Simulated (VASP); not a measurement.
# AlP (F-43m) in VASP: single point with PBE

Aim: the single point of AlP with PBE.

Program: VASP 6.6.1. These are calculated values, not measurements. Logs are shortened: lines on timing, memory, paths and dates and some standing lists are left out, and cuts for length are marked.

### Step 1. The cell of the first run

It takes space group F-43m (No. 216, cubic). The conventional cell has a = 5.451 Å, b = 5.451 Å, c = 5.451 Å, α = 90.00°, β = 90.00°, γ = 90.00°. Al (site symmetry -43m) has 4 P at 2.36 Å within 3.1 Å. Within 3.1 Å of P (site symmetry -43m) lie 4 Al at 2.36 Å.

### Step 2. Single point, PBE

The input, INCAR:

```
PREC = Accurate
ENCUT = 500
EDIFF = 1E-6
ISMEAR = 0
SIGMA = 0.01
LREAL = F
LASPH = T
NELM = 120
ALGO = Normal
ISIF = 2
LWAVE = F
LCHARG = F
GGA = PE
NBANDS = 11
GGA_COMPAT = F
```

The input, KPOINTS:

```
Automatic mesh
0
Gamma
  8 8 8
```

The input, POSCAR:

```
AlP
1.0
    0.0000000000      2.7255000000      2.7255000000
    2.7255000000      0.0000000000      2.7255000000
    2.7255000000      2.7255000000      0.0000000000
Al P
1 1
Direct
    0.0000000000      0.0000000000      0.0000000000
    0.7500000000      0.7500000000      0.7500000000
```

Potentials or basis: VASP PAW PBE potentials, release 64 (Al, P).

On the command line:

```console
$ cat potpaw_PBE.64/Al/POTCAR potpaw_PBE.64/P/POTCAR > POTCAR
$ mpirun -np 1 vasp_std > vasp.out
```

OUTCAR:

```text
PREC = Accurate
   ENCUT = 500
   EDIFF = 1E-6
   ISMEAR = 0
   LREAL = F
   LASPH = T
   NELM = 120
   ISIF = 2
   GGA = PE

 ion  position               nearest neighbor table
   1  0.000  0.000  0.000-   2 2.36   2 2.36   2 2.36   2 2.36
   2  0.750  0.750  0.750-   1 2.36   1 2.36   1 2.36   1 2.36

  LATTYP: Found a face centered cubic cell.
 ALAT       =     5.4510000000

  Lattice vectors:

 A1 = (   0.0000000000,   2.7255000000,   2.7255000000)
 A2 = (   2.7255000000,   0.0000000000,   2.7255000000)
 A3 = (   2.7255000000,   2.7255000000,   0.0000000000)

Analysis of symmetry for initial positions (statically):
=====================================================================
 Subroutine PRICEL returns:
 Original cell was already a primitive cell.

 Routine SETGRP: Setting up the symmetry group for a
 face centered cubic supercell.

 Subroutine GETGRP returns: Found 24 space group operations
 (whereof 24 operations were pure point group operations)
 out of a pool of 48 trial point group operations.

The static configuration has the point symmetry T_d .

Analysis of symmetry for dynamics (positions and initial velocities):
=====================================================================
 Subroutine PRICEL returns:
 Original cell was already a primitive cell.

 Routine SETGRP: Setting up the symmetry group for a
 face centered cubic supercell.

 Subroutine GETGRP returns: Found 24 space group operations
 (whereof 24 operations were pure point group operations)
 out of a pool of 48 trial point group operations.

The dynamic configuration has the point symmetry T_d .

 Subroutine INISYM returns: Found 24 space group operations
 (whereof 24 operations are pure point group operations),
 and found     1 'primitive' translations

----------------------------------------------------------------------------------------

                                     Primitive cell

  volume of cell :      40.4919

  direct lattice vectors                    reciprocal lattice vectors
     0.000000000  2.725500000  2.725500000    -0.183452578  0.183452578  0.183452578
     2.725500000  0.000000000  2.725500000     0.183452578 -0.183452578  0.183452578
     2.725500000  2.725500000  0.000000000     0.183452578  0.183452578 -0.183452578

  length of vectors
     3.854439064  3.854439064  3.854439064     0.317749185  0.317749185  0.317749185

  position of ions in fractional coordinates (direct lattice)
     0.000000000  0.000000000  0.000000000
     0.750000000  0.750000000  0.750000000

  ion indices of the primitive-cell ions
   primitive index   ion index
                 1           1
                 2           2

----------------------------------------------------------------------------------------

 KPOINTS: Automatic mesh

Automatic generation of k-mesh.
 Grid dimensions read from file:
 generate k-points for:    8    8    8

 Generating k-lattice:

  Cartesian coordinates                     Fractional coordinates (reciprocal lattice)
    -0.022931572  0.022931572  0.022931572     0.125000000  0.000000000  0.000000000
     0.022931572 -0.022931572  0.022931572     0.000000000  0.125000000  0.000000000
     0.022931572  0.022931572 -0.022931572     0.000000000  0.000000000  0.125000000

  Length of vectors
     0.039718648  0.039718648  0.039718648

  Shift w.r.t. Gamma in fractional coordinates (k-lattice)
     0.000000000  0.000000000  0.000000000

 Subroutine IBZKPT returns following result:
 ===========================================

 Found     29 irreducible k-points:

 Following reciprocal coordinates:
            Coordinates               Weight
  0.000000  0.000000  0.000000      1.000000
  0.125000  0.000000  0.000000      8.000000
  0.250000  0.000000  0.000000      8.000000
  0.375000  0.000000  0.000000      8.000000
  0.500000  0.000000  0.000000      4.000000
  0.125000  0.125000  0.000000      6.000000
[... 16 lines left out ...]
  0.500000  0.250000  0.125000     48.000000
 -0.375000  0.250000  0.125000     24.000000
 [... further k-points ...]
   k-points           NKPTS =     29   k-points in BZ     NKDIM =     29   number of bands    NBANDS=     11
   number of dos      NEDOS =    301   number of ions     NIONS =      2
   total plane-waves  NPLWV =  21952
   dimension x,y,z NGX =    28 NGY =   28 NGZ =   28
   dimension x,y,z NGXF=    56 NGYF=   56 NGZF=   56
   ions per type =               1   1
   NGX,Y,Z   is equivalent  to a cutoff of  12.08, 12.08, 12.08 a.u.
   NGXF,Y,Z  is equivalent  to a cutoff of  24.15, 24.15, 24.15 a.u.
 SYSTEM =  unknown system
   PREC   = accura    normal or accurate (medium, high low for compatibility)
   ISTART =      0    job   : 0-new  1-cont  2-samecut
   ICHARG =      2    charge: 1-file 2-atom 10-const
   ISPIN  =      1    spin polarized calculation?
   LNONCOLLINEAR =      F non collinear calculations
   LSORBIT =      F    spin-orbit coupling
   LASPH  =      T    aspherical Exc in radial PAW
   ENCUT  =  500.0 eV  36.75 Ry    6.06 a.u.   7.03  7.03  7.03*2*pi/ulx,y,z
   NELM   =    120;   NELMIN=  2; NELMDL= -5     # of ELM steps
   EDIFF  = 0.1E-05   stopping-criterion for ELM
   LREAL  =      F    real-space projection
   EDIFFG = 0.1E-04   stopping-criterion for IOM
   NSW    =      0    number of steps for IOM
   IBRION =     -1    ionic relax: 0-MD 1-quasi-New 2-CG
   NFREE  =      0    steps in history (QN), initial steepest desc. (CG)
   ISIF   =      2    stress and relaxation
   ISYM   =      2    0-nonsym 1-usesym 2-fastsym
   POTIM  = 0.5000    time-step for ionic-motion
   TEBEG  =    0.0;   TEEND  =   0.0 temperature during run
   PSTRESS=    0.0 pullay stress
   NELECT =       8.0000    total number of electrons
   NUPDOWN=      -1.0000    fix difference up-down
   EMIN   =  10.00;   EMAX   =-10.00  energy-range for DOS
   EFERMI =   0.00;   METHOD = LEGACY
   ISMEAR =     0;   SIGMA  =   0.01  broadening in eV -4-tet -1-fermi 0-gaus
   EFERMI_NEDOS =   21; number of points for ismear=-14 and -15
   IALGO  =     38    algorithm
   IMIX   =      4    mixing-type and parameters
     AMIX     =   0.40;   BMIX     =  1.00
     AMIX_MAG =   1.60;   BMIX_MAG =  1.00
  volume/ion in A,a.u.               =      20.25       136.63
  Fermi-wavevector in a.u.,A,eV,Ry     =   0.953488  1.801831 12.369596  0.909140
  Thomas-Fermi vector in A             =   2.082148
   LORBIT       =      0    0 simple, 1 ext, 2 COOP (PROOUT), +10 PAW based schemes
   GGA     = PE    functional components
   LHFCALC =     F    Hartree Fock is set to
   AEXX    =    0.0000 exact exchange contribution
   IVDW    =     0    specifies the selected vdW correction
   LEPSILON=     F    determine dielectric tensor
   LRPA    =     F    only Hartree local field effects (RPA)
 non-spin polarized calculation
 Gauss-broadening in eV      SIGMA  =   0.01
  energy-cutoff  :      500.00
  volume of cell :       40.49
 maximum number of plane-waves:      1056
   NGX = 13   NGY = 13   NGZ = 13

 number of electron       8.0000000 magnetization

 Free energy of the ion-electron system (eV)
  ---------------------------------------------------
  ext. energy  EPLUGINS =         0.00000000
  ---------------------------------------------------
  free energy    TOTEN  =       -10.36676705 eV

  energy without entropy =      -10.36676705  energy(sigma->0) =      -10.36676705

 E-fermi :   4.7061     XC(G=0):  -9.2281

 val. band max:        4.6259221307   @ k =   0.0000   0.0000   0.0000
 cond. band min:       6.1953624591   @ k =   0.5000   0.5000   0.0000
 fundamental gap:      1.5694403284
 Fermi energy:         4.7061207555

 k-point     1 :       0.0000    0.0000    0.0000
  band No.  band energies     occupation
      1      -6.9079      2.00000
      2       4.6259      2.00000
      3       4.6259      2.00000
      4       4.6259      2.00000
      5       7.9743      0.00000
      6       9.1944      0.00000
      7       9.1944      0.00000
      8       9.1944      0.00000
      9      13.4664      0.00000
     10      13.4664      0.00000
     11      14.9517      0.00000

 k-point     2 :       0.1250    0.0000    0.0000
  band No.  band energies     occupation
      1      -6.7346      2.00000
      2       3.4017      2.00000
      3       4.4770      2.00000
      4       4.4770      2.00000
      5       8.3694      0.00000
      6       9.4792      0.00000
      7       9.4792      0.00000
      8       9.7406      0.00000
      9      12.9765      0.00000
     10      12.9765      0.00000
     11      15.5825      0.00000

 k-point     3 :       0.2500    0.0000    0.0000
  band No.  band energies     occupation
      1      -6.2465      2.00000
      2       1.4439      2.00000
      3       4.1815      2.00000
      4       4.1815      2.00000
      5       7.9748      0.00000
      6       9.7840      0.00000
      7       9.7840      0.00000
      8      11.5953      0.00000
      9      12.9577      0.00000
     10      12.9577      0.00000
     11      15.0230      0.00000

 k-point     4 :       0.3750    0.0000    0.0000
  band No.  band energies     occupation
      1      -5.5897      2.00000
      2      -0.2067      2.00000
      3       3.9453      2.00000
      4       3.9453      2.00000
      5       7.5961      0.00000
      6       9.5911      0.00000
      7       9.5911      0.00000
      8      12.8179      0.00000
      9      14.3585      0.00000
     10      14.3585      0.00000
     11      15.3087      0.00000

 k-point     5 :       0.5000    0.0000    0.0000
  band No.  band energies     occupation
      1      -5.2168      2.00000
      2      -0.9234      2.00000
      3       3.8597      2.00000
      4       3.8597      2.00000
      5       7.4599      0.00000
      6       9.4469      0.00000
      7       9.4469      0.00000
      8      12.9144      0.00000
      9      16.1736      0.00000
     10      16.1736      0.00000
     11      16.5156      0.00000
[... 211 lines left out ...]
 k-point    21 :       0.5000    0.5000    0.0000
  band No.  band energies     occupation
      1      -4.5485      2.00000
      2      -0.6984      2.00000
      3       2.5133      2.00000
      4       2.5133      2.00000
      5       6.1954      0.00000
      6       7.0918      0.00000
      7      15.7415      0.00000
      8      15.7415      0.00000
      9      16.7340      0.00000
     10      16.7340      0.00000
     11      16.7474      0.00000

 k-point    22 :       0.3750    0.2500    0.1250
  band No.  band energies     occupation
      1      -5.8331      2.00000
      2       1.1219      2.00000
      3       2.7211      2.00000
      4       3.7085      2.00000
      5       8.4877      0.00000
      6       9.4795      0.00000
      7      10.0807      0.00000
      8      11.4588      0.00000
      9      13.0010      0.00000
     10      15.4523      0.00000
     11      17.5885      0.00000

 k-point    23 :       0.5000    0.2500    0.1250
  band No.  band energies     occupation
      1      -5.2313      2.00000
      2       0.0031      2.00000
      3       2.1546      2.00000
      4       3.3230      2.00000
      5       8.5872      0.00000
      6       9.4366      0.00000
      7      10.6826      0.00000
      8      11.7549      0.00000
      9      14.1365      0.00000
     10      16.0073      0.00000
     11      17.4866      0.00000

 k-point    24 :      -0.3750    0.2500    0.1250
  band No.  band energies     occupation
      1      -4.9012      2.00000
      2      -0.5613      2.00000
      3       2.0205      2.00000
      4       3.1345      2.00000
      5       8.5833      0.00000
      6       9.1705      0.00000
      7      11.5364      0.00000
      8      12.3525      0.00000
      9      13.6537      0.00000
     10      16.1191      0.00000
     11      17.4032      0.00000

 [... further k-points ...]

------------------------ aborting loop because EDIFF is reached ----------------------------------------

  FORCE on cell =-STRESS in cart. coord.  units (eV):
  Direction    XX          YY          ZZ          XY          YZ          ZX
  --------------------------------------------------------------------------------------
  -------------------------------------------------------------------------------------
  Total        0.6672689      0.6672689      0.6672689      0.0000000      0.0000000      0.0000000
  in kB       26.4023700     26.4023700     26.4023700      0.0000000      0.0000000      0.0000000
  external PRESSURE =      26.4023700 kB  Pullay stress =       0.0000000 kB

 VOLUME and BASIS-vectors are now :
 -----------------------------------------------------------------------------
  energy-cutoff  :      500.00
  volume of cell :       40.49
      direct lattice vectors                 reciprocal lattice vectors
     0.000000000  2.725500000  2.725500000    -0.183452578  0.183452578  0.183452578
     2.725500000  0.000000000  2.725500000     0.183452578 -0.183452578  0.183452578
     2.725500000  2.725500000  0.000000000     0.183452578  0.183452578 -0.183452578

 POSITION                                       TOTAL-FORCE (eV/Angst)
 -----------------------------------------------------------------------------------
      0.00000      0.00000      0.00000        -0.000000      0.000000     -0.000000
      4.08825      4.08825      4.08825         0.000000     -0.000000      0.000000
 -----------------------------------------------------------------------------------
    total drift:                                0.000000      0.000000      0.000000

  FREE ENERGIE OF THE ION-ELECTRON SYSTEM (eV)
  ---------------------------------------------------
  free  energy   TOTEN  =       -10.3667670534 eV

  energy  without entropy=      -10.3667670534  energy(sigma->0) =      -10.36676705
```

It took 5.3 s on 1 thread of Intel Xeon 6975P-C (Granite Rapids), shared host; peak memory 0.15 GiB.

Results:

```
Free energy            : -10.3668 eV
Pressure               : 2.6 GPa
Band gap on the k mesh : 1.57 eV (least direct gap 3.35 eV)
```

A k mesh can miss the band edges. Expect the measured gap to be larger: semilocal functionals such as PBE lack the derivative discontinuity.
